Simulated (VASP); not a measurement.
Crystal: Li2B.

```
Li B
1.0
    -2.90498    2.90498    2.28135
     2.90498   -2.90498    2.28135
     2.90498    2.90498   -2.28135
Li B
4 2
Cartesian
  0.8796 2.0253 0.0000
  -0.8796 2.0253 2.2814
  2.0253 0.8796 2.2814
  3.7846 0.8796 0.0000
  0.0000 0.0000 1.1407
  0.0000 0.0000 3.4220
```

* Program: VASP 6.6.1
* Task: relaxation of cell and atoms
* Functional: PBE
* Potentials or basis: VASP PAW PBE potentials, release 64 (Li_sv, B)
* Cutoff: 600 eV
* k mesh: 6 × 6 × 6
* Occupations: gaussian, width 0.1 eV
* Spin: no spin polarisation

At the start: pressure -7.8 GPa; volume 12.83 Å³/atom.

**Question.** How do energy, volume and symmetry change on relaxing?

**Answer.** Over 16 steps the energy falls by 414.9 meV/atom and the volume is 10.89 Å³/atom (-15.2 %); space group I4/mcm (No. 140, to 0.05 Å).

The path:
| step | energy change (eV) | largest force (eV/Å) | pressure (GPa) | volume (Å³) |
| --- | --- | --- | --- | --- |
| 1 | 0.0000 | 0.8981 | -7.78 | 77.01 |
| 2 | -0.5975 | 0.6487 | -5.87 | 70.22 |
| 3 | -1.1803 | 0.2417 | -0.79 | 61.57 |
| 4 | -0.6185 | 1.3408 | 32.84 | 45.88 |
| 5 | -1.3699 | 0.0022 | 2.65 | 57.82 |
| 6 | -1.4185 | 0.3899 | 9.76 | 53.42 |
| 7 | -1.4279 | 0.2093 | 6.69 | 55.19 |
| 8 | -1.9016 | 0.6976 | 10.19 | 54.30 |
| 9 | -1.9188 | 0.8033 | 11.87 | 54.04 |
| 10 | -2.3430 | 0.5591 | 4.36 | 60.60 |
| 11 | -2.4270 | 0.4470 | 1.67 | 64.55 |
| 12 | -2.4335 | 0.4190 | 0.99 | 65.81 |
| 13 | -2.4773 | 0.1540 | -1.01 | 66.37 |
| 14 | -2.4774 | 0.1683 | -0.90 | 66.34 |
| 15 | -2.4885 | 0.0534 | 0.01 | 65.57 |
| 16 | -2.4892 | 0.0157 | 0.30 | 65.33 |

Final structure:
```xyz
6
Lattice="-3.1598 3.1598 1.6359 3.1598 -3.1598 1.6359 3.1598 3.1598 -1.6359" Properties=species:S:1:pos:R:3 pbc="T T T"
Li    1.0100    2.1498    0.0000
Li   -1.0100    2.1498    1.6359
Li    2.1498    1.0100    1.6359
Li    4.1697    1.0100    0.0000
B     0.0000    0.0000    0.8179
B     0.0000    0.0000    2.4538
```

Caveat: the cutoff is under 1.25 times the usual one of these potentials, so pressure, stress and relaxed cells hold a basis-set (Pulay) error; the volume moved by over 15 % at a fixed basis, so the end points are rough.
